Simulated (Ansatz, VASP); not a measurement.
**Ga in VASP and in Ansatz**

File INCAR:

```
ALGO     = Normal         # electronic algorithm
EDIFF    = 1E-7           # SCF threshold, eV
ENCUT    = 520            # plane-wave cutoff, eV
GGA      = PE             # functional
ISIF     = 2              # what is computed and relaxed
ISMEAR   = -1             # smearing method
LASPH    = True           # aspherical terms in the spheres
LCHARG   = False          # write CHGCAR
LREAL    = False          # projectors in reciprocal space
LWAVE    = False          # write WAVECAR
NBANDS   = 12             # bands
NELM     = 60             # most SCF steps
PREC     = Accurate       # precision mode
SIGMA    = 0.03           # smearing width, eV
```

The input KPOINTS:

```
k-points
0
Gamma
  16 16 16
```

File POSCAR:

```
Ga
1.0
   -1.4315364027      1.4315364027      2.2727169812
    1.4315364027     -1.4315364027      2.2727169812
    1.4315364027      1.4315364027     -2.2727169812
Ga
1
Direct
    0.0000000000      0.0000000000      0.0000000000
```

Input for Ansatz:

```yaml
crystal:
  lattice:
    - [-1.4315364027, 1.4315364027, 2.2727169812]
    - [1.4315364027, -1.4315364027, 2.2727169812]
    - [1.4315364027, 1.4315364027, -2.2727169812]
  atoms:
    - { symbol: Ga, position: [0.0, 0.0, 0.0] }
kpoints:
  mp_grid: { grid: [16, 16, 16] }
scf:
  occupations: { method: fermi_dirac, width: 0.03 }
hamiltonian:
  xc: pbe
  pseudopotentials: { kind: all_electron, lapw: { basis_error: 0.001 } }
output:
  forces: true
  stress: true
  eigenvalues: true
```

Change from the starting cell: volume scaled by 1.06.

Alike in both runs: task single point; functional PBE; k mesh 16 × 16 × 16; occupations fermi-dirac, width 0.03 eV; no spin polarisation.

|  | VASP | Ansatz |
| --- | --- | --- |
| version | VASP 6.6.1 | Ansatz 0.2.0 |
| potentials or method | VASP PAW PBE potentials, release 64 (Ga_d), cutoff 520 eV | all-electron LAPW, scalar-relativistic |

```csv
,VASP,Ansatz,Ansatz less VASP
pressure (GPa),0.9,0.8,-0.05
"traceless stress, the component that is largest in VASP (GPa)",-0.39,-0.37,+0.020
```

Ansatz ran all-electron here, and VASP with PAW potentials.
